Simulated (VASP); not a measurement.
A run of VASP 6.6.1 is set up as follows.

Contents of INCAR:

```
PREC     = Accurate       # precision mode
ENCUT    = 520            # plane-wave cutoff, eV
EDIFF    = 1E-6           # SCF threshold, eV
ISMEAR   = -1             # smearing method
SIGMA    = 0.1            # smearing width, eV
LREAL    = False          # projectors in reciprocal space
LASPH    = True           # aspherical terms in the spheres
NELM     = 80             # most SCF steps
ALGO     = Normal         # electronic algorithm
ISIF     = 2              # what is computed and relaxed
LWAVE    = False          # write WAVECAR
LCHARG   = False          # write CHGCAR
GGA      = PS             # functional
NBANDS   = 13             # bands
```

The input KPOINTS:

```
Automatic mesh
0
Gamma
  12 12 12
```

The input POSCAR:

```
Sn
1.0
   -1.6972699728      1.7454471682      2.2987014268
    1.6972699728     -1.7454471682      2.2987014268
    1.6972699728      1.7454471682     -2.2987014268
Sn
1
Direct
    0.0000000000      0.0000000000      0.0000000000
```

Potentials or basis: VASP PAW PBE potentials, release 64 (Sn_d).

Run with:

```bash
$ cat potpaw_PBE.64/Sn_d/POTCAR > POTCAR
$ mpirun -np 1 vasp_std > vasp.out
```

Q: Estimate the band gap on the k mesh.

A: Zero (band 7 reaches 15.37 eV, above the bottom of band 8 at 5.91 eV).

Q: Predict the pressure.

A: -1.5 GPa.

Stress tensor (GPa, compression positive):
```
-1.09  0.00  0.00
 0.00 -1.89  0.00
 0.00  0.00 -1.66
```

Caveat: the PAW data sets were made with another functional, which shifts forces and pressure a little; spin-orbit coupling is left out, which moves the levels of the heavy elements.
